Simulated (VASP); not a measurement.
# ZnCd5Se6 (P-4m2) in VASP: single point with PBE

Aim: the single point of ZnCd5Se6 with PBE.

Everything below comes from runs of VASP 6.6.1. Logs are shortened: lines on timing, memory, paths and dates and some standing lists are left out, and cuts for length are marked.

## (1) The cell of the first run

The structure is tetragonal, space group P-4m2 (No. 115). Conventional cell: a = 4.315 Å, b = 4.315 Å, c = 18.444 Å, α = 90.00°, β = 90.00°, γ = 90.00°. Zn (site symmetry -4m2) has 4 Se at 2.53 Å within 3.3 Å. Cd (site symmetry 2mm) has 4 Se at 2.67 Å within 3.5 Å. Within 3.5 Å of Cd (site symmetry 2mm) lie 4 Se at 2.67 to 2.68 Å. Within 3.5 Å of Cd (site symmetry -4m2) lie 4 Se at 2.67 Å. Se (site symmetry 2mm) has 4 Cd at 2.67 Å within 3.5 Å. Se (site symmetry 2mm) has 2 Zn at 2.53 Å and 2 Cd at 2.68 Å within 3.3 Å. Within 3.5 Å of Se (site symmetry 2mm) lie 4 Cd at 2.67 Å.

## (2) Single point, PBE

INCAR

```
SYSTEM = ZnCd5Se6
PREC     = Accurate       ! precision mode
ENCUT    = 520            ! plane-wave cutoff, eV
EDIFF    = 1E-6           ! SCF threshold, eV
ISMEAR   = 0              ! smearing method
SIGMA    = 0.02           ! smearing width, eV
LREAL    = .FALSE.        ! projectors in reciprocal space
LASPH    = .TRUE.         ! aspherical terms in the spheres
NELM     = 80             ! most SCF steps
ALGO     = Normal         ! electronic algorithm
ISIF     = 2              ! what is computed and relaxed
LWAVE    = .FALSE.        ! write WAVECAR
LCHARG   = .TRUE.         ! write CHGCAR
GGA      = PE             ! functional
LELF     = .TRUE.         ! ELF
LVHAR    = .TRUE.       
NBANDS   = 66             ! bands
```

KPOINTS

```
regular mesh
0
G
  8 8 2
  0 0 0
```

POSCAR

```
ZnCd5Se6
1.0
    4.3154487859      0.0000000000      0.0000000000
    0.0000000000      4.3154487859      0.0000000000
    0.0000000000      0.0000000000     18.4443241425
Zn Cd Se
1 5 6
Direct
    0.0000000000      0.0000000000      0.0000000000
    0.0000000000      0.0000000000      0.6713478397
    0.5000000000      0.5000000000      0.8426815917
    0.5000000000      0.5000000000      0.1573184083
    0.0000000000      0.0000000000      0.3286521603
    0.5000000000      0.5000000000      0.5000000000
    0.5000000000      0.0000000000      0.7570154981
    0.0000000000      0.5000000000      0.9286963558
    0.5000000000      0.0000000000      0.0713036442
    0.0000000000      0.5000000000      0.2429845019
    0.5000000000      0.0000000000      0.4143261958
    0.0000000000      0.5000000000      0.5856738042
```

Potentials or basis: VASP PAW PBE potentials, release 64 (Zn, Cd, Se).

Run with:

```
$ cat potpaw_PBE.64/Zn/POTCAR potpaw_PBE.64/Cd/POTCAR potpaw_PBE.64/Se/POTCAR > POTCAR
$ mpirun -np 1 vasp_std > vasp.out
```

OUTCAR:

```text
SYSTEM = ZnCd5Se6
   PREC = Accurate
   ENCUT = 520
   EDIFF = 1E-6
   ISMEAR = 0
   LREAL = .FALSE.
   LASPH = .TRUE.
   NELM = 80
   ISIF = 2
   GGA = PE

 ion  position               nearest neighbor table
   1  0.000  0.000  0.000-   8 2.53   9 2.53   8 2.53   9 2.53
   2  0.000  0.000  0.671-   7 2.67   7 2.67  12 2.67  12 2.67
   3  0.500  0.500  0.843-   7 2.67   7 2.67   8 2.68   8 2.68
   4  0.500  0.500  0.157-  10 2.67  10 2.67   9 2.68   9 2.68
   5  0.000  0.000  0.329-  10 2.67  10 2.67  11 2.67  11 2.67
   6  0.500  0.500  0.500-  11 2.67  12 2.67  11 2.67  12 2.67
   7  0.500  0.000  0.757-   3 2.67   3 2.67   2 2.67   2 2.67
   8  0.000  0.500  0.929-   1 2.53   1 2.53   3 2.68   3 2.68
   9  0.500  0.000  0.071-   1 2.53   1 2.53   4 2.68   4 2.68
  10  0.000  0.500  0.243-   4 2.67   4 2.67   5 2.67   5 2.67
  11  0.500  0.000  0.414-   6 2.67   6 2.67   5 2.67   5 2.67
  12  0.000  0.500  0.586-   6 2.67   6 2.67   2 2.67   2 2.67

  LATTYP: Found a simple tetragonal cell.
 ALAT       =     4.3154487859
 C/A-ratio  =     4.2740222530

  Lattice vectors:

 A1 = (   4.3154487859,   0.0000000000,   0.0000000000)
 A2 = (   0.0000000000,   4.3154487859,   0.0000000000)
 A3 = (   0.0000000000,   0.0000000000,  18.4443241425)

Analysis of symmetry for initial positions (statically):
=====================================================================
 Subroutine PRICEL returns:
 Original cell was already a primitive cell.

 Routine SETGRP: Setting up the symmetry group for a
 simple tetragonal supercell.

 Subroutine GETGRP returns: Found  8 space group operations
 (whereof  8 operations were pure point group operations)
 out of a pool of 16 trial point group operations.

The static configuration has the point symmetry D_2d.

Analysis of symmetry for dynamics (positions and initial velocities):
=====================================================================
 Subroutine PRICEL returns:
 Original cell was already a primitive cell.

 Routine SETGRP: Setting up the symmetry group for a
 simple tetragonal supercell.

 Subroutine GETGRP returns: Found  8 space group operations
 (whereof  8 operations were pure point group operations)
 out of a pool of 16 trial point group operations.

The dynamic configuration has the point symmetry D_2d.

 Subroutine INISYM returns: Found  8 space group operations
 (whereof  8 operations are pure point group operations),
 and found     1 'primitive' translations

----------------------------------------------------------------------------------------

                                     Primitive cell

  volume of cell :     343.4905

  direct lattice vectors                    reciprocal lattice vectors
     4.315448786  0.000000000  0.000000000     0.231725609  0.000000000  0.000000000
     0.000000000  4.315448786  0.000000000     0.000000000  0.231725609  0.000000000
     0.000000000  0.000000000 18.444324143     0.000000000  0.000000000  0.054217221

  length of vectors
     4.315448786  4.315448786 18.444324143     0.231725609  0.231725609  0.054217221

  position of ions in fractional coordinates (direct lattice)
     0.000000000  0.000000000  0.000000000
     0.000000000  0.000000000  0.671347840
     0.500000000  0.500000000  0.842681592
     0.500000000  0.500000000  0.157318408
     0.000000000  0.000000000  0.328652160
     0.500000000  0.500000000  0.500000000
     0.500000000  0.000000000  0.757015498
     0.000000000  0.500000000  0.928696356
     0.500000000  0.000000000  0.071303644
     0.000000000  0.500000000  0.242984502
     0.500000000  0.000000000  0.414326196
     0.000000000  0.500000000  0.585673804

  ion indices of the primitive-cell ions
   primitive index   ion index
                 1           1
                 2           2
                 3           3
                 4           4
                 5           5
                 6           6
                 7           7
                 8           8
                 9           9
                10          10
                11          11
                12          12

----------------------------------------------------------------------------------------

 KPOINTS: regular mesh

Automatic generation of k-mesh.
 Grid dimensions read from file:
 generate k-points for:    8    8    2

 Generating k-lattice:

  Cartesian coordinates                     Fractional coordinates (reciprocal lattice)
     0.028965701  0.000000000  0.000000000     0.125000000  0.000000000  0.000000000
     0.000000000  0.028965701  0.000000000     0.000000000  0.125000000  0.000000000
     0.000000000  0.000000000  0.027108611     0.000000000  0.000000000  0.500000000

  Length of vectors
     0.028965701  0.028965701  0.027108611

  Shift w.r.t. Gamma in fractional coordinates (k-lattice)
     0.000000000  0.000000000  0.000000000

 Subroutine IBZKPT returns following result:
 ===========================================

 Found     30 irreducible k-points:

 Following reciprocal coordinates:
            Coordinates               Weight
  0.000000  0.000000  0.000000      1.000000
  0.125000  0.000000  0.000000      4.000000
  0.250000  0.000000  0.000000      4.000000
  0.375000  0.000000  0.000000      4.000000
  0.500000  0.000000  0.000000      2.000000
  0.125000  0.125000  0.000000      4.000000
[... 16 lines left out ...]
  0.375000  0.125000  0.500000      8.000000
  0.500000  0.125000  0.500000      4.000000
 [... further k-points ...]
   k-points           NKPTS =     30   k-points in BZ     NKDIM =     30   number of bands    NBANDS=     66
   number of dos      NEDOS =    301   number of ions     NIONS =     12
   total plane-waves  NPLWV = 143360
   dimension x,y,z NGX =    32 NGY =   32 NGZ =  140
   dimension x,y,z NGXF=    64 NGYF=   64 NGZF=  280
   ions per type =               1   5   6
   NGX,Y,Z   is equivalent  to a cutoff of  12.33, 12.33, 12.62 a.u.
   NGXF,Y,Z  is equivalent  to a cutoff of  24.66, 24.66, 25.24 a.u.
 SYSTEM =  ZnCd5Se6
   PREC   = accura    normal or accurate (medium, high low for compatibility)
   ISTART =      0    job   : 0-new  1-cont  2-samecut
   ICHARG =      2    charge: 1-file 2-atom 10-const
   ISPIN  =      1    spin polarized calculation?
   LNONCOLLINEAR =      F non collinear calculations
   LSORBIT =      F    spin-orbit coupling
   LASPH  =      T    aspherical Exc in radial PAW
   ENCUT  =  520.0 eV  38.22 Ry    6.18 a.u.   8.02  8.02 34.29*2*pi/ulx,y,z
   NELM   =     80;   NELMIN=  2; NELMDL= -5     # of ELM steps
   EDIFF  = 0.1E-05   stopping-criterion for ELM
   LREAL  =      F    real-space projection
   EDIFFG = 0.1E-04   stopping-criterion for IOM
   NSW    =      0    number of steps for IOM
   IBRION =     -1    ionic relax: 0-MD 1-quasi-New 2-CG
   NFREE  =      0    steps in history (QN), initial steepest desc. (CG)
   ISIF   =      2    stress and relaxation
   ISYM   =      2    0-nonsym 1-usesym 2-fastsym
   POTIM  = 0.5000    time-step for ionic-motion
   TEBEG  =    0.0;   TEEND  =   0.0 temperature during run
   PSTRESS=    0.0 pullay stress
   NELECT =     108.0000    total number of electrons
   NUPDOWN=      -1.0000    fix difference up-down
   EMIN   =  10.00;   EMAX   =-10.00  energy-range for DOS
   EFERMI =   0.00;   METHOD = LEGACY
   ISMEAR =     0;   SIGMA  =   0.02  broadening in eV -4-tet -1-fermi 0-gaus
   EFERMI_NEDOS =   21; number of points for ismear=-14 and -15
   IALGO  =     38    algorithm
   IMIX   =      4    mixing-type and parameters
     AMIX     =   0.40;   BMIX     =  1.00
     AMIX_MAG =   1.60;   BMIX_MAG =  1.00
  volume/ion in A,a.u.               =      28.62       193.17
  Fermi-wavevector in a.u.,A,eV,Ry     =   1.113212  2.103666 16.860895  1.239241
  Thomas-Fermi vector in A             =   2.249794
   LORBIT       =      0    0 simple, 1 ext, 2 COOP (PROOUT), +10 PAW based schemes
   GGA     = PE    functional components
   LHFCALC =     F    Hartree Fock is set to
   AEXX    =    0.0000 exact exchange contribution
   IVDW    =     0    specifies the selected vdW correction
   LEPSILON=     F    determine dielectric tensor
   LRPA    =     F    only Hartree local field effects (RPA)
 non-spin polarized calculation
 Gauss-broadening in eV      SIGMA  =   0.02
  energy-cutoff  :      520.00
  volume of cell :      343.49
 maximum number of plane-waves:      9328
   NGX = 17   NGY = 17   NGZ = 69

 number of electron     107.9999991 magnetization

 Free energy of the ion-electron system (eV)
  ---------------------------------------------------
  ext. energy  EPLUGINS =         0.00000000
  ---------------------------------------------------
  free energy    TOTEN  =       -33.43416443 eV

  energy without entropy =      -33.43416443  energy(sigma->0) =      -33.43416443

 E-fermi :   0.7992     XC(G=0):  -8.7269

 val. band max:        0.6667776000   @ k =   0.0000   0.0000   0.0000
 cond. band min:       1.2089910202   @ k =   0.0000   0.0000   0.0000
 fundamental gap:      0.5422134202
 Fermi energy:         0.7991672109

 k-point     1 :       0.0000    0.0000    0.0000
  band No.  band energies     occupation
      1     -11.8452      2.00000
      2     -11.6410      2.00000
      3     -11.5834      2.00000
      4     -11.3968      2.00000
      5     -11.3505      2.00000
      6     -11.2389      2.00000
[... 58 lines left out ...]
     65       5.5826      0.00000
     66       6.5798      0.00000

 k-point     2 :       0.1250    0.0000    0.0000
  band No.  band energies     occupation
      1     -11.8046      2.00000
      2     -11.6118      2.00000
      3     -11.5582      2.00000
      4     -11.3861      2.00000
      5     -11.3434      2.00000
      6     -11.2411      2.00000
[... 58 lines left out ...]
     65       5.8884      0.00000
     66       6.3494      0.00000

 k-point     3 :       0.2500    0.0000    0.0000
  band No.  band energies     occupation
      1     -11.6954      2.00000
      2     -11.5359      2.00000
      3     -11.4940      2.00000
      4     -11.3630      2.00000
      5     -11.3311      2.00000
      6     -11.2557      2.00000
[... 1438 lines left out ...]
     65       6.5991      0.00000
     66       6.7283      0.00000

 k-point    24 :       0.5000    0.1250    0.5000
  band No.  band energies     occupation
      1     -11.4240      2.00000
      2     -11.3662      2.00000
      3     -11.3474      2.00000
      4     -11.3471      2.00000
      5     -11.3462      2.00000
      6     -11.3460      2.00000
[... 58 lines left out ...]
     65       6.6287      0.00000
     66       6.6372      0.00000

 [... further k-points ...]

------------------------ aborting loop because EDIFF is reached ----------------------------------------

  FORCE on cell =-STRESS in cart. coord.  units (eV):
  Direction    XX          YY          ZZ          XY          YZ          ZX
  --------------------------------------------------------------------------------------
  -------------------------------------------------------------------------------------
  Total        0.5463722      0.5463722      0.5724768      0.0000000      0.0000000      0.0000000
  in kB        2.5484992      2.5484992      2.6702613      0.0000000      0.0000000      0.0000000
  external PRESSURE =       2.5890866 kB  Pullay stress =       0.0000000 kB

 VOLUME and BASIS-vectors are now :
 -----------------------------------------------------------------------------
  energy-cutoff  :      520.00
  volume of cell :      343.49
      direct lattice vectors                 reciprocal lattice vectors
     4.315448786  0.000000000  0.000000000     0.231725609  0.000000000  0.000000000
     0.000000000  4.315448786  0.000000000     0.000000000  0.231725609  0.000000000
     0.000000000  0.000000000 18.444324143     0.000000000  0.000000000  0.054217221

 POSITION                                       TOTAL-FORCE (eV/Angst)
 -----------------------------------------------------------------------------------
      0.00000      0.00000      0.00000        -0.000000      0.000000      0.000000
      0.00000      0.00000     12.38256        -0.000000      0.000000     -0.000243
      2.15772      2.15772     15.54269         0.000000     -0.000000     -0.002083
      2.15772      2.15772      2.90163         0.000000      0.000000      0.002083
      0.00000      0.00000      6.06177         0.000000      0.000000      0.000243
      2.15772      2.15772      9.22216         0.000000     -0.000000      0.000000
      2.15772      0.00000     13.96264         0.000000      0.000000      0.000551
      0.00000      2.15772     17.12918         0.000000      0.000000      0.017283
      2.15772      0.00000      1.31515         0.000000      0.000000     -0.017283
      0.00000      2.15772      4.48168         0.000000      0.000000     -0.000551
      2.15772      0.00000      7.64197         0.000000      0.000000     -0.000451
      0.00000      2.15772     10.80236         0.000000      0.000000      0.000451
 -----------------------------------------------------------------------------------
    total drift:                                0.000000      0.000000      0.000000

  FREE ENERGIE OF THE ION-ELECTRON SYSTEM (eV)
  ---------------------------------------------------
  free  energy   TOTEN  =       -33.4341644308 eV

  energy  without entropy=      -33.4341644308  energy(sigma->0) =      -33.43416443
```

Wall time 19 min (1 thread of Oxide Virtual Turin-like, shared host); peak memory 0.68 GiB.

Results:

```
Free energy            : -33.4342 eV
Pressure               : 0.3 GPa
Largest force          : 0.017 eV/Å
Band gap on the k mesh : 0.54 eV
```

Forces in eV/Å, atoms in the order of the input:
```
Zn   0.000  0.000  0.000
Cd   0.000  0.000  0.000
Cd   0.000  0.000 -0.002
Cd   0.000  0.000  0.002
Cd   0.000  0.000  0.000
Cd   0.000  0.000  0.000
Se   0.000  0.000  0.001
Se   0.000  0.000  0.017
Se   0.000  0.000 -0.017
Se   0.000  0.000 -0.001
Se   0.000  0.000  0.000
Se   0.000  0.000  0.000
```

Caveat: semilocal functionals underestimate gaps, and a narrow one can read as zero.
